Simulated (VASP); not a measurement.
# BN (P6_3/mmc) in VASP: vibrations by perturbation theory with PBE

Aim: the vibrations by perturbation theory of BN with PBE.

All numbers are computed with VASP 6.6.1; they aren't measurements. Logs are shortened: lines on timing, memory, paths and dates and some standing lists are left out, and cuts for length are marked.

### 1 The cell of the first run

Symmetry: P6_3/mmc, No. 194, hexagonal system. Conventional cell: a = 2.498 Å, b = 2.498 Å, c = 6.636 Å, α = 90.00°, β = 90.00°, γ = 120.00°. Within 1.9 Å of B (site symmetry -6m2) lie 3 N at 1.44 Å. N (site symmetry -6m2) has 3 B at 1.44 Å within 1.9 Å.

### 2 Vibrations by perturbation theory, PBE

File INCAR:

```
SYSTEM = BN
  ALGO = Normal
  EDIFF = 1E-8
  ENCUT = 520
  GGA = PE
  IBRION = 8
  ISIF = 2
  ISMEAR = 0
  LASPH = .True.
  LCHARG = .False.
  LREAL = .False.
  LWAVE = .False.
  NELM = 60
  NSW = 1
  PREC = Accurate
  SIGMA = 0.01
```

File KPOINTS:

```
k-points
0
Gamma
  7 7 3
  0 0 0
```

File POSCAR:

```
BN
1.0
    2.4982400000      0.0000000000      0.0000000000
   -1.2491200000      2.1635393000      0.0000000000
    0.0000000000      0.0000000000      6.6357000000
B N
2 2
Direct
    0.3333333349      0.6666666697      0.2500000000
    0.6666666674      0.3333333349      0.7500000000
    0.3333333349      0.6666666697      0.7500000000
    0.6666666674      0.3333333349      0.2500000000
```

Potentials or basis: VASP PAW PBE potentials, release 64 (B, N).

Run with:

```sh
> cat potpaw_PBE.64/B/POTCAR potpaw_PBE.64/N/POTCAR > POTCAR
> mpirun -np 1 vasp_std > vasp.out
```

OUTCAR:

```text
SYSTEM = BN
   EDIFF = 1E-8
   ENCUT = 520
   GGA = PE
   IBRION = 8
   ISIF = 2
   ISMEAR = 0
   LASPH = .True.
   LREAL = .False.
   NELM = 60
   NSW = 1
   PREC = Accurate

 ion  position               nearest neighbor table
   1  0.333  0.667  0.250-   4 1.44   4 1.44   4 1.44
   2  0.667  0.333  0.750-   3 1.44   3 1.44   3 1.44
   3  0.333  0.667  0.750-   2 1.44   2 1.44   2 1.44
   4  0.667  0.333  0.250-   1 1.44   1 1.44   1 1.44

  LATTYP: Found a hexagonal cell.
 ALAT       =     2.4982400000
 C/A-ratio  =     2.6561499296

  Lattice vectors:

 A1 = (   2.4982400000,   0.0000000000,   0.0000000000)
 A2 = (  -1.2491200000,   2.1635393000,   0.0000000000)
 A3 = (   0.0000000000,   0.0000000000,   6.6357000000)

Analysis of symmetry for initial positions (statically):
=====================================================================
 Subroutine PRICEL returns:
 Original cell was already a primitive cell.

 Routine SETGRP: Setting up the symmetry group for a
 hexagonal supercell.

 Subroutine GETGRP returns: Found 24 space group operations
 (whereof 12 operations were pure point group operations)
 out of a pool of 24 trial point group operations.

The static configuration has the point symmetry D_3d.
 The point group associated with its full space group is D_6h.

Analysis of symmetry for dynamics (positions and initial velocities):
=====================================================================
 Subroutine PRICEL returns:
 Original cell was already a primitive cell.

 Routine SETGRP: Setting up the symmetry group for a
 hexagonal supercell.

 Subroutine GETGRP returns: Found 24 space group operations
 (whereof 12 operations were pure point group operations)
 out of a pool of 24 trial point group operations.

The dynamic configuration has the point symmetry D_3d.
 The point group associated with its full space group is D_6h.

 Subroutine INISYM returns: Found 24 space group operations
 (whereof 12 operations are pure point group operations),
 and found     1 'primitive' translations

----------------------------------------------------------------------------------------

                                     Primitive cell

  volume of cell :      35.8662

  direct lattice vectors                    reciprocal lattice vectors
     2.498240000  0.000000000  0.000000000     0.400281798  0.231102805  0.000000000
    -1.249120000  2.163539300  0.000000000     0.000000000  0.462205609  0.000000000
     0.000000000  0.000000000  6.635700000     0.000000000  0.000000000  0.150700002

  length of vectors
     2.498240000  2.498239996  6.635700000     0.462205608  0.462205609  0.150700002

  position of ions in fractional coordinates (direct lattice)
     0.333333335  0.666666670  0.250000000
     0.666666667  0.333333335  0.750000000
     0.333333335  0.666666670  0.750000000
     0.666666667  0.333333335  0.250000000

  ion indices of the primitive-cell ions
   primitive index   ion index
                 1           1
                 2           2
[... 124 lines left out ...]
  band No.  band energies     occupation
      1     -15.5314      2.00000
      2     -15.2361      2.00000
      3      -3.9419      2.00000
      4      -1.8137      2.00000
      5       0.9864      2.00000
      6       0.9864      2.00000
      7       1.0234      2.00000
      8       1.0234      2.00000
      9       7.5742      0.00000
     10      12.6589      0.00000
     11      13.9156      0.00000
     12      13.9157      0.00000
[... 213 lines left out ...]
      1     -11.9413      2.00000
      2     -11.9013      2.00000
      3      -5.6893      2.00000
      4      -5.6473      2.00000
      5      -4.2865      2.00000
      6      -4.2688      2.00000
      7       1.6954      2.00000
      8       2.1153      2.00000
      9       7.2226      0.00000
     10       7.4696      0.00000
     11      14.1255      0.00000
     12      14.7293      0.00000

------------------------ aborting loop because EDIFF is reached ----------------------------------------

  FORCE on cell =-STRESS in cart. coord.  units (eV):
  Direction    XX          YY          ZZ          XY          YZ          ZX
  --------------------------------------------------------------------------------------
  -------------------------------------------------------------------------------------
  Total        1.4089931      1.4089931      0.6370093      0.0000000      0.0000000      0.0000000
  in kB       62.9410196     62.9410193     28.4557924      0.0000000      0.0000000      0.0000000
  external PRESSURE =      51.4459438 kB  Pullay stress =       0.0000000 kB

 VOLUME and BASIS-vectors are now :
 -----------------------------------------------------------------------------
  energy-cutoff  :      520.00
  volume of cell :       35.87
      direct lattice vectors                 reciprocal lattice vectors
     2.498240000  0.000000000  0.000000000     0.400281798  0.231102805  0.000000000
    -1.249120000  2.163539300  0.000000000     0.000000000  0.462205609  0.000000000
     0.000000000  0.000000000  6.635700000     0.000000000  0.000000000  0.150700002

 POSITION                                       TOTAL-FORCE (eV/Angst)
 -----------------------------------------------------------------------------------
      0.00000      1.44236      1.65892        -0.000000      0.000000      0.000000
      1.24912      0.72118      4.97677        -0.000000      0.000000      0.000000
      0.00000      1.44236      4.97677         0.000000     -0.000000      0.000000
      1.24912      0.72118      1.65892        -0.000000      0.000000      0.000000
 -----------------------------------------------------------------------------------
    total drift:                                0.000000     -0.000003      0.000000

  FREE ENERGIE OF THE ION-ELECTRON SYSTEM (eV)
  ---------------------------------------------------
  free  energy   TOTEN  =       -35.1463364427 eV

  energy  without entropy=      -35.1463364427  energy(sigma->0) =      -35.14633644

[... ionic steps 2 to 9 ...]

--------------------------------------- Ionic step       10  -------------------------------------------

------------------------ aborting loop because EDIFF is reached ----------------------------------------

[... ionic steps 11 to 11 ...]

--------------------------------------- Ionic step       12  -------------------------------------------

 Free energy of the ion-electron system (eV)
  ---------------------------------------------------
  ---------------------------------------------------
  free energy    TOTEN  =        -0.27017864 eV

  energy without entropy =       -0.27017864

------------------------ aborting loop because EDIFF is reached ----------------------------------------

 INTERNAL STRAIN TENSOR  FOR ION    3  DIRECTION 3   (eV/Angst):
 -----------------------------------------------------------------------------
     0.00006  0.00000  0.00000
     0.00000  0.00006  0.00000
     0.00000  0.00000  0.00010

 INTERNAL STRAIN TENSOR FOR ION    4 for displacements in x,y,z  (eV/Angst):
          X           Y           Z          XY          YZ          ZX
  --------------------------------------------------------------------------------
  x     0.00000     0.00000     0.00000    13.08718     0.00000     0.00000
  y    13.08718   -13.08718    -0.00000     0.00000     0.00000     0.00000
  z     0.00000    -0.00000    -0.00000     0.00000     0.00000     0.00000

 SECOND DERIVATIVES (NOT SYMMETRIZED)
 ------------------------------------
               1X          1Y          1Z          2X          2Y          2Z          3X          3Y          3Z          4X          4Y          4Z
  1X   -42.126015    0.000000    0.000000    0.000018    0.000000    0.000000    0.019650   -0.000000    0.000000   42.106347    0.000000    0.000000
  1Y     0.000000  -42.126014    0.000000    0.000000    0.000018    0.000000    0.000000    0.019650    0.000000    0.000000   42.106347    0.000000
  1Z     0.000000   -0.000000  -13.374429    0.000000   -0.000000    0.974459    0.000000   -0.000000   -0.734048   -0.000000    0.000000   13.134018
  2X     0.000018    0.000000    0.000000  -42.126015    0.000000    0.000000   42.106347    0.000000    0.000000    0.019650   -0.000000    0.000000
  2Y     0.000000    0.000018    0.000000    0.000000  -42.126014    0.000000    0.000000   42.106347    0.000000    0.000000    0.019650    0.000000
  2Z     0.000000   -0.000000    0.974459    0.000000   -0.000000  -13.374429   -0.000000    0.000000   13.134018    0.000000   -0.000000   -0.734048
  3X     0.015515   -0.000000    0.000000   42.108797    0.000000    0.000000  -42.168167    0.000000    0.000000    0.043855    0.000000    0.000000
  3Y     0.000000    0.015515    0.000000    0.000000   42.108797    0.000000    0.000000  -42.168167    0.000000   -0.000000    0.043855    0.000000
  3Z     0.000000    0.000000   -0.734886    0.000000   -0.000000   13.134625    0.000000    0.000000  -13.595871    0.000000    0.000000    1.196132
  4X    42.108797    0.000000    0.000000    0.015515   -0.000000    0.000000    0.043855    0.000000    0.000000  -42.168167    0.000000    0.000000
  4Y     0.000000   42.108797    0.000000    0.000000    0.015515    0.000000   -0.000000    0.043855    0.000000    0.000000  -42.168167    0.000000
  4Z     0.000000   -0.000000   13.134625    0.000000    0.000000   -0.734886    0.000000    0.000000    1.196132    0.000000    0.000000  -13.595871

 Eigenvectors and eigenvalues of the dynamical matrix
 ----------------------------------------------------

   1 f  =   41.080948 THz   258.119211 2PiTHz 1370.312938 cm-1   169.897075 meV
             X         Y         Z           dx          dy          dz
      0.000000  1.442360  1.658925    -0.531175   -0.000000   -0.000000
      1.249120  0.721180  4.976775    -0.531175   -0.000000   -0.000000
      0.000000  1.442360  4.976775     0.466748    0.000000    0.000000
      1.249120  0.721180  1.658925     0.466748    0.000000   -0.000000
[... 71 lines left out ...]
  12 f/i=    0.000407 THz     0.002559 2PiTHz    0.013587 cm-1     0.001685 meV
             X         Y         Z           dx          dy          dz
      0.000000  1.442360  1.658925    -0.284407    0.370089   -0.000000
      1.249120  0.721180  4.976775    -0.284407    0.370089   -0.000000
      0.000000  1.442360  4.976775    -0.323665    0.421174   -0.000000
      1.249120  0.721180  1.658925    -0.323665    0.421174   -0.000000

--------------------------------------------------------------------------------------------------------

 ELASTIC MODULI CONTR FROM IONIC RELAXATION (kBar)
 Direction    XX          YY          ZZ          XY          YZ          ZX
 --------------------------------------------------------------------------------
 XX        -442.4572    442.4572      0.0000      0.0000      0.0000      0.0000
 YY         442.4572   -442.4572     -0.0000     -0.0000     -0.0000      0.0000
 ZZ           0.0000     -0.0000     -0.0000     -0.0000     -0.0000      0.0000
 XY           0.0000     -0.0000     -0.0000   -442.4572      0.0000      0.0000
 YZ           0.0000     -0.0000     -0.0000      0.0000     -0.0000      0.0000
 ZX           0.0000      0.0000      0.0000      0.0000      0.0000      0.0000
 --------------------------------------------------------------------------------
```

Run time: 3.9 min. Hardware: 1 thread of Intel Xeon 8259CL, shared host; peak memory 0.2 GiB.

Results:

| Item | Value |
| --- | --- |
| Highest phonon frequency at Γ, LO-TO splitting left out | 1370 cm⁻¹ |

Phonon frequencies in cm⁻¹ (negative: imaginary):
| q point | frequencies |
| --- | --- |
| (0.000, 0.000, 0.000) | 0 0 0 42 42 124 743 796 1370 1370 1370 1370 |

Caveat: the k points lie up to 0.41 Å⁻¹ apart; the cell stands under pressure or tension, which shifts response properties; this functional lacks dispersion, which binds the layers, so the pressure and a relaxed spacing across them are unreliable.
